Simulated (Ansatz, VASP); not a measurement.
One calculation of C, two programs

```
CELL_PARAMETERS angstrom
1.26595 0.73090 10.04113
-1.26595 0.73090 10.04113
0.00000 -1.46179 10.04113
ATOMIC_POSITIONS crystal
C 0.02482 0.02482 0.02482
C 0.97518 0.97518 0.97518
C 0.10869 0.10869 0.10869
C 0.89131 0.89131 0.89131
C 0.15837 0.15837 0.15837
C 0.84163 0.84163 0.84163
C 0.37486 0.37486 0.37486
C 0.62514 0.62514 0.62514
C 0.42532 0.42532 0.42532
C 0.57468 0.57468 0.57468
```

Alike in both runs: task single point; functional PBEsol; k mesh 12 × 12 × 12; occupations gaussian, width 0.05 eV; no spin polarisation.

```csv
,VASP,Ansatz
version,VASP 6.6.1,Ansatz 0.2.0
potentials or method,"VASP PAW PBE potentials, release 64 (C), cutoff 520 eV","scalar-relativistic, plane waves, PAW"
valence electrons in the cell,40,40
```

VASP gave:

| Quantity | Value |
| --- | --- |
| gap on the k mesh at the Fermi level (eV) | 3.99 |
| least direct gap on the mesh (eV) | 4.90 |
| pressure (GPa) | 5.3 |
| traceless stress, the component that is largest in VASP (GPa) | 31.74 |
| rms of the force components (eV/Å) | 0.134 |

What did Ansatz give for the same quantities?

gap on the k mesh at the Fermi level (eV): 4.00; least direct gap on the mesh (eV): 4.91; pressure (GPa): 4.2; traceless stress, the component that is largest in VASP (GPa): 31.54; rms of the force components (eV/Å): 0.127.

VASP's potentials were made for PBE, not for PBEsol, and Ansatz warns of the same on its side. Atom by atom the forces differ by 0.008 eV/Å (rms over components).
